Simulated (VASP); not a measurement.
## Tm: single point with PBE

Tm:

```xyz
1
Lattice="0.0000 2.5783 2.5783 2.5783 0.0000 2.5783 2.5783 2.5783 0.0000" Properties=species:S:1:pos:R:3 pbc="T T T"
Tm    0.0000    0.0000    0.0000
```

- Program: VASP 6.6.1
- Task: single point
- Functional: PBE
- Potentials or basis: VASP PAW PBE potentials, release 64 (Tm)
- Cutoff: 520 eV
- k mesh: 14 × 14 × 14
- Occupations: gaussian, width 0.05 eV
- Spin: non-collinear spin, typed start, spin-orbit coupling
- Starting moments: [[0.0, 0.0, 0.19]] μB
- Dipole correction: no
- Further INCAR settings: ALGO = Normal; EDIFF = 1e-06; NBANDS = 34

The pressure is -2.3 GPa. The net moment is 0.92 μB per cell and the valence electrons inside the program's atomic spheres are Tm 21.11.

Stress tensor (GPa, compression positive):
```
-2.20  0.00  0.00
 0.00 -2.20  0.00
 0.00  0.00 -2.46
```

Moments on the atoms (μB; x, y, z):
```
Tm  0.00 0.00 1.02
```

Wall time 31 min on 1 thread of Intel(R) Xeon(R) 6975P-C (Granite Rapids) (shared host), peak memory 0.73 GiB.

Caveat: the magnetic or orbital state may not be the lowest. The state reached can hang on the start; a lower one may exist.
